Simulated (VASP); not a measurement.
# W (P6_3/mmc) in VASP: further runs

W is run at these levels: PBE; tasks: relaxation of cell and atoms.

All numbers are computed with VASP 6.6.1; they aren't measurements. Logs are shortened: lines on timing, memory, paths and dates and some standing lists are left out, and cuts for length are marked.

## Step 1: The cell of the first run

Symmetry: P6_3/mmc, No. 194, hexagonal system. The conventional cell has a = 2.738 Å, b = 2.738 Å, c = 4.436 Å, α = 90.00°, β = 90.00°, γ = 120.00°. W (site symmetry -6m2) has 12 W at 2.72 to 2.74 Å within 3.6 Å.

This isn't the form of W at room conditions, which is bcc.

## Step 2: Relaxation of cell and atoms, PBE, target pressure 49 GPa, at which the enthalpy is minimised

File INCAR:

```
SYSTEM = W
PREC = Accurate ; ENCUT = 600
EDIFF = 1E-6 ; ISMEAR = -1
SIGMA = 0.08 ; LREAL = .False.
LASPH = .True. ; NELM = 80
ALGO = Normal ; ISIF = 3
LWAVE = .False. ; LCHARG = .False.
GGA = PE ; IBRION = 2
NSW = 60 ; EDIFFG = -0.005
PSTRESS = 490.0
```

File KPOINTS:

```
regular mesh
0
Gamma
  16 16 9
  0 0 0
```

File POSCAR:

```
W
1.0
    2.7382630117      0.0000000000      0.0000000000
   -1.3691315058      2.3714053304      0.0000000000
    0.0000000000      0.0000000000      4.4359860789
W
2
Direct
    0.3333333333      0.6666666667      0.2500000000
    0.6666666667      0.3333333333      0.7500000000
```

Potentials or basis: VASP PAW PBE potentials, release 64 (W_sv).

On the command line:

```
> cat potpaw_PBE.64/W_sv/POTCAR > POTCAR
> mpirun -np 1 vasp_std > vasp.out
```

OUTCAR:

```text
SYSTEM = W
   PREC = Accurate
   ENCUT = 600
   EDIFF = 1E-6
   ISMEAR = -1
   LREAL = .False.
   LASPH = .True.
   NELM = 80
   ISIF = 3
   GGA = PE
   IBRION = 2
   NSW = 60
   EDIFFG = -0.005
   PSTRESS = 490.0

 ion  position               nearest neighbor table
   1  0.333  0.667  0.250-   2 2.72   2 2.72   2 2.72   2 2.72   2 2.72   2 2.72
   2  0.667  0.333  0.750-   1 2.72   1 2.72   1 2.72   1 2.72   1 2.72   1 2.72

  LATTYP: Found a hexagonal cell.
 ALAT       =     2.7382630117
 C/A-ratio  =     1.6200000000

  Lattice vectors:

 A1 = (   2.7382630117,   0.0000000000,   0.0000000000)
 A2 = (  -1.3691315058,   2.3714053304,   0.0000000000)
 A3 = (   0.0000000000,   0.0000000000,   4.4359860789)

Analysis of symmetry for initial positions (statically):
=====================================================================
 Subroutine PRICEL returns:
 Original cell was already a primitive cell.

 Routine SETGRP: Setting up the symmetry group for a
 hexagonal supercell.

 Subroutine GETGRP returns: Found 24 space group operations
 (whereof 12 operations were pure point group operations)
 out of a pool of 24 trial point group operations.

The static configuration has the point symmetry D_3d.
 The point group associated with its full space group is D_6h.

Analysis of symmetry for dynamics (positions and initial velocities):
=====================================================================
 Subroutine PRICEL returns:
 Original cell was already a primitive cell.

 Routine SETGRP: Setting up the symmetry group for a
 hexagonal supercell.

 Subroutine GETGRP returns: Found 24 space group operations
 (whereof 12 operations were pure point group operations)
 out of a pool of 24 trial point group operations.

The dynamic configuration has the point symmetry D_3d.
 The point group associated with its full space group is D_6h.

 Subroutine INISYM returns: Found 24 space group operations
 (whereof 12 operations are pure point group operations),
 and found     1 'primitive' translations

----------------------------------------------------------------------------------------

                                     Primitive cell

  volume of cell :      28.8052

  direct lattice vectors                    reciprocal lattice vectors
     2.738263012  0.000000000  0.000000000     0.365195014  0.210845440  0.000000000
    -1.369131506  2.371405330  0.000000000     0.000000000  0.421690880  0.000000000
     0.000000000  0.000000000  4.435986079     0.000000000  0.000000000  0.225429021

  length of vectors
     2.738263012  2.738263012  4.435986079     0.421690880  0.421690880  0.225429021

  position of ions in fractional coordinates (direct lattice)
     0.333333333  0.666666667  0.250000000
     0.666666667  0.333333333  0.750000000

  ion indices of the primitive-cell ions
   primitive index   ion index
                 1           1
                 2           2

----------------------------------------------------------------------------------------

 KPOINTS: regular mesh

Automatic generation of k-mesh.
 Grid dimensions read from file:
 generate k-points for:   16   16    9

 Generating k-lattice:

  Cartesian coordinates                     Fractional coordinates (reciprocal lattice)
     0.022824688  0.013177840  0.000000000     0.062500000 -0.000000000  0.000000000
     0.000000000  0.026355680  0.000000000     0.000000000  0.062500000  0.000000000
     0.000000000  0.000000000  0.025047669     0.000000000  0.000000000  0.111111111

  Length of vectors
     0.026355680  0.026355680  0.025047669

  Shift w.r.t. Gamma in fractional coordinates (k-lattice)
     0.000000000  0.000000000  0.000000000

 Subroutine IBZKPT returns following result:
 ===========================================

 Found    150 irreducible k-points:

 Following reciprocal coordinates:
            Coordinates               Weight
  0.000000  0.000000  0.000000      1.000000
  0.062500  0.000000  0.000000      6.000000
  0.125000  0.000000  0.000000      6.000000
  0.187500  0.000000  0.000000      6.000000
  0.250000  0.000000  0.000000      6.000000
  0.312500 -0.000000  0.000000      6.000000
[... 16 lines left out ...]
  0.187500  0.187500  0.000000      6.000000
  0.250000  0.187500  0.000000     12.000000
 [... further k-points ...]
   k-points           NKPTS =    150   k-points in BZ     NKDIM =    150   number of bands    NBANDS=     18
   number of dos      NEDOS =    301   number of ions     NIONS =      2
   total plane-waves  NPLWV =  20736
   dimension x,y,z NGX =    24 NGY =   24 NGZ =   36
   dimension x,y,z NGXF=    48 NGYF=   48 NGZF=   72
   ions per type =               2
   NGX,Y,Z   is equivalent  to a cutoff of  14.57, 14.57, 13.49 a.u.
   NGXF,Y,Z  is equivalent  to a cutoff of  29.14, 29.14, 26.98 a.u.
 SYSTEM =  W
   PREC   = accura    normal or accurate (medium, high low for compatibility)
   ISTART =      0    job   : 0-new  1-cont  2-samecut
   ICHARG =      2    charge: 1-file 2-atom 10-const
   ISPIN  =      1    spin polarized calculation?
   LNONCOLLINEAR =      F non collinear calculations
   LSORBIT =      F    spin-orbit coupling
   LASPH  =      T    aspherical Exc in radial PAW
   ENCUT  =  600.0 eV  44.10 Ry    6.64 a.u.   5.47  5.47  8.86*2*pi/ulx,y,z
   NELM   =     80;   NELMIN=  2; NELMDL= -5     # of ELM steps
   EDIFF  = 0.1E-05   stopping-criterion for ELM
   LREAL  =      F    real-space projection
   EDIFFG = -.5E-02   stopping-criterion for IOM
   NSW    =     60    number of steps for IOM
   IBRION =      2    ionic relax: 0-MD 1-quasi-New 2-CG
   NFREE  =      1    steps in history (QN), initial steepest desc. (CG)
   ISIF   =      3    stress and relaxation
   ISYM   =      2    0-nonsym 1-usesym 2-fastsym
   POTIM  = 0.5000    time-step for ionic-motion
   TEBEG  =    0.0;   TEEND  =   0.0 temperature during run
   PSTRESS=  490.0 pullay stress
   NELECT =      28.0000    total number of electrons
   NUPDOWN=      -1.0000    fix difference up-down
   EMIN   =  10.00;   EMAX   =-10.00  energy-range for DOS
   EFERMI =   0.00;   METHOD = LEGACY
   ISMEAR =    -1;   SIGMA  =   0.08  broadening in eV -4-tet -1-fermi 0-gaus
   EFERMI_NEDOS =   21; number of points for ismear=-14 and -15
   IALGO  =     38    algorithm
   IMIX   =      4    mixing-type and parameters
     AMIX     =   0.40;   BMIX     =  1.00
     AMIX_MAG =   1.60;   BMIX_MAG =  1.00
  volume/ion in A,a.u.               =      14.40        97.19
  Fermi-wavevector in a.u.,A,eV,Ry     =   1.621700  3.064568 35.782102  2.629910
  Thomas-Fermi vector in A             =   2.715433
   LORBIT       =      0    0 simple, 1 ext, 2 COOP (PROOUT), +10 PAW based schemes
   GGA     = PE    functional components
   LHFCALC =     F    Hartree Fock is set to
   AEXX    =    0.0000 exact exchange contribution
   IVDW    =     0    specifies the selected vdW correction
   LEPSILON=     F    determine dielectric tensor
   LRPA    =     F    only Hartree local field effects (RPA)
 conjugate gradient relaxation of ions
 non-spin polarized calculation
  energy-cutoff  :      600.00
  volume of cell :       28.81
 maximum number of plane-waves:       989
 NGX is ok and might be reduce to    24
   NGX = 11   NGY = 11   NGZ = 17

--------------------------------------- Ionic step        1  -------------------------------------------

 number of electron      28.0000001 magnetization

 Free energy of the ion-electron system (eV)
  ---------------------------------------------------
  ext. energy  EPLUGINS =         0.00000000
  ---------------------------------------------------
  free energy    TOTEN  =       -24.22902604 eV

  energy without entropy =      -24.17583746  energy(sigma->0) =      -24.20243175

------------------------ aborting loop because EDIFF is reached ----------------------------------------

  FORCE on cell =-STRESS in cart. coord.  units (eV):
  Direction    XX          YY          ZZ          XY          YZ          ZX
  --------------------------------------------------------------------------------------
  -------------------------------------------------------------------------------------
  Total        7.9920718      7.9920718     10.3521264      0.0000000      0.0000000      0.0000000
  in kB      444.5277033    444.5277033    575.7965016      0.0000000      0.0000000      0.0000000
  external PRESSURE =      -1.7160306 kB  Pullay stress =     490.0000000 kB
[... 93 lines left out ...]
  FREE ENERGIE OF THE ION-ELECTRON SYSTEM (eV)
  ---------------------------------------------------
  free  energy   TOTEN  =       -24.2763081836 eV

  energy  without entropy=      -24.2362091178  energy(sigma->0) =      -24.25625865

  enthalpy is  TOTEN    =       -15.5068983477 eV   P V=        8.7694098359

[... ionic steps 4 to 12 ...]

--------------------------------------- Ionic step       13  -------------------------------------------

 number of electron      28.0000004 magnetization

------------------------ aborting loop because EDIFF is reached ----------------------------------------

  FORCE on cell =-STRESS in cart. coord.  units (eV):
  Direction    XX          YY          ZZ          XY          YZ          ZX
  --------------------------------------------------------------------------------------
  -------------------------------------------------------------------------------------
  Total        8.8589229      8.8589229      8.8697784      0.0000000     -0.0000000      0.0000000
  in kB      490.4170641    490.4170642    491.0180097      0.0000000     -0.0000000      0.0000000
  external PRESSURE =       0.6173793 kB  Pullay stress =     490.0000000 kB
[... 61 lines left out ...]
  enthalpy is  TOTEN    =       -15.5106750026 eV   P V=        8.8513042244

--------------------------------------- Ionic step       15  -------------------------------------------

 number of electron      28.0000004 magnetization

 Free energy of the ion-electron system (eV)
  ---------------------------------------------------
  ext. energy  EPLUGINS =         0.00000000
  ---------------------------------------------------
  free energy    TOTEN  =       -24.36628207 eV

  energy without entropy =      -24.32656712  energy(sigma->0) =      -24.34642459

 E-fermi :  12.3915     XC(G=0): -14.1441

 val. band max:       12.3803887085   @ k =   0.5000   0.0000   0.2222
 cond. band min:      12.4079044253   @ k =   0.1250   0.0000   0.1111
 fundamental gap:      0.0275157168
 Fermi energy:        12.3915024742

 k-point     1 :       0.0000    0.0000    0.0000
  band No.  band energies     occupation
      1     -61.1648      2.00000
      2     -61.0251      2.00000
      3     -26.2396      2.00000
      4     -24.7558      2.00000
      5     -24.6473      2.00000
      6     -24.6473      2.00000
[... 10 lines left out ...]
     17      14.4963      0.00000
     18      14.4963      0.00000
[... 466 lines left out ...]
      2     -60.9191      2.00000
      3     -25.8835      2.00000
      4     -25.7927      2.00000
      5     -25.6321      2.00000
      6     -25.1871      2.00000
[... 10 lines left out ...]
     17      17.1318      0.00000
     18      17.2147      0.00000

 [... further k-points ...]

------------------------ aborting loop because EDIFF is reached ----------------------------------------

  FORCE on cell =-STRESS in cart. coord.  units (eV):
  Direction    XX          YY          ZZ          XY          YZ          ZX
  --------------------------------------------------------------------------------------
  -------------------------------------------------------------------------------------
  Total        8.8514829      8.8514829      8.8615131      0.0000000      0.0000000      0.0000000
  in kB      489.7715151    489.7715151    490.3265076      0.0000000      0.0000000      0.0000000
  external PRESSURE =      -0.0434874 kB  Pullay stress =     490.0000000 kB
[... 17 lines left out ...]
  FREE ENERGIE OF THE ION-ELECTRON SYSTEM (eV)
  ---------------------------------------------------
  free  energy   TOTEN  =       -24.3662820704 eV

  energy  without entropy=      -24.3265671164  energy(sigma->0) =      -24.34642459

  enthalpy is  TOTEN    =       -15.5106698666 eV   P V=        8.8556122038

 reached required accuracy - stopping structural energy minimisation
```

Run time: 12 min. Hardware: 1 thread of Intel Xeon 8259CL, shared host; peak memory 0.23 GiB.

What came out:

```yaml
Free_energy: -24.3663 eV
Relaxed_volume: 14.48 Å³/atom
Relaxed_cell: a = 2.675 Å, b = 2.675 Å, c = 4.671 Å, α = 90.00°, β = 90.00°, γ = 120.00°
Space_group_after_relaxing_to_0.1_Å: P6_3/mmc (No. 194)
Energy_change_on_relaxing_the_run_minimises_the_enthalpy: -68.6 meV/atom
Ionic_steps: 15
Pressure_after_relaxing: 49.0 GPa
Band_gap_on_the_k_mesh: zero (bands 14 and 15 overlap by 1.90 eV)
```

The path:
```
step  energy change (eV)  largest force (eV/Å)  pressure (GPa)  volume (Å³)
   1              0.0000                0.0000           48.83        28.81
   2             -0.0524                0.0000           52.12        28.71
   3             -0.0473                0.0000           53.36        28.67
   4             -0.4643                0.0000           29.45        30.37
   5             -0.1327                0.0000           49.17        28.94
   6             -0.1303                0.0000           49.23        28.93
   7             -0.1265                0.0000           49.48        28.92
   8             -0.1287                0.0000           49.42        28.93
   9             -0.1391                0.0000           48.59        28.96
  10             -0.1327                0.0000           49.07        28.94
  11             -0.1328                0.0000           49.08        28.94
  12             -0.1361                0.0000           48.83        28.95
  13             -0.1330                0.0000           49.06        28.94
  14             -0.1330                0.0000           49.05        28.94
  15             -0.1373                0.0000           49.00        28.96
```

Final structure:
```xyz
2
Lattice="2.6753 0.0000 0.0000 -1.3377 2.3169 0.0000 0.0000 0.0000 4.6715" Properties=species:S:1:pos:R:3 pbc="T T T"
W     0.0000    1.5446    1.1679
W     1.3377    0.7723    3.5036
```

Caveat: the cell is relaxed towards a set pressure, so the run minimises the enthalpy, not the energy; spin-orbit coupling is left out, which moves the levels of the heavy elements.

## Step 3: Relaxation of cell and atoms, PBE, target pressure 49 GPa, at which the enthalpy is minimised

This run uses another cell than the first one, of 14.43 Å³/atom.

File INCAR:

```
SYSTEM = W
ALGO = Normal ; EDIFF = 1E-7
EDIFFG = -0.005 ; ENCUT = 600
GGA = PE ; IBRION = 2
ISIF = 3 ; ISMEAR = -1
LASPH = .True. ; LCHARG = .False.
LREAL = .False. ; LWAVE = .False.
NELM = 60 ; NSW = 32
PREC = Accurate ; PSTRESS = 490.0
SIGMA = 0.08
```

File KPOINTS:

```
k-points
0
Gamma
  16 16 9
  0 0 0
```

File POSCAR:

```
W
1.0
    2.6726765679      0.0000000000      0.0000000000
   -1.3363382839      2.3146058039      0.0000000000
    0.0000000000      0.0000000000      4.6658157258
W
2
Direct
    0.3333333333      0.6666666667      0.2500000000
    0.6666666667      0.3333333333      0.7500000000
```

Potentials or basis: VASP PAW PBE potentials, release 64 (W_sv).

On the command line:

```
> cat potpaw_PBE.64/W_sv/POTCAR > POTCAR
> mpirun -np 1 vasp_std > vasp.out
```

Run time: 4.3 min. Hardware: 1 thread of Intel Xeon 8259CL, shared host; peak memory 0.23 GiB.

The run converged. Its results:

```yaml
Free_energy: -24.3634 eV
Relaxed_volume: 14.47 Å³/atom
Relaxed_cell: a = 2.675 Å, b = 2.675 Å, c = 4.670 Å, α = 90.00°, β = 90.00°, γ = 120.00°
Space_group_after_relaxing_to_0.1_Å: P6_3/mmc (No. 194)
Energy_change_on_relaxing_the_run_minimises_the_enthalpy: -12.7 meV/atom
Ionic_steps: 3
Pressure_after_relaxing: 49.0 GPa
Band_gap_on_the_k_mesh: zero (bands 14 and 15 overlap by 1.90 eV)
```

The path:
```csv
step,energy change (eV),largest force (eV/Å),pressure (GPa),volume (Å³)
1,0.0000,0.0000,50.34,28.86
2,-0.1469,0.0000,42.27,29.37
3,-0.0255,0.0000,49.00,28.95
```

Final structure:
```cif
data_structure
_symmetry_space_group_name_H-M 'P 1'
_symmetry_Int_Tables_number 1
_cell_length_a 2.6753
_cell_length_b 2.6753
_cell_length_c 4.6698
_cell_angle_alpha 90.000
_cell_angle_beta 90.000
_cell_angle_gamma 120.000
_cell_volume 28.95
loop_
_atom_site_label
_atom_site_type_symbol
_atom_site_fract_x
_atom_site_fract_y
_atom_site_fract_z
_atom_site_occupancy
W1 W 0.33333 0.66667 0.25000 1
W2 W 0.66667 0.33333 0.75000 1
```

Levels at points of the mesh, in eV from the Fermi level:
```csv
k point,band 10,band 11,band 12,band 13,band 14,band 15,band 16,band 17,band 18
"(0.00, 0.00, 0.00)",-6.51,-1.79,-0.63,-0.63,0.13,0.13,0.28,2.10,2.10
"(0.50, 0.00, 0.00)",-5.59,-5.22,-1.30,-0.80,-0.49,-0.24,5.70,6.54,6.97
```

Caveat: the cell is relaxed towards a set pressure, so the run minimises the enthalpy, not the energy; spin-orbit coupling is left out, which moves the levels of the heavy elements.

The gap in the log of VASP goes by the Fermi energy; the results here count the filled bands.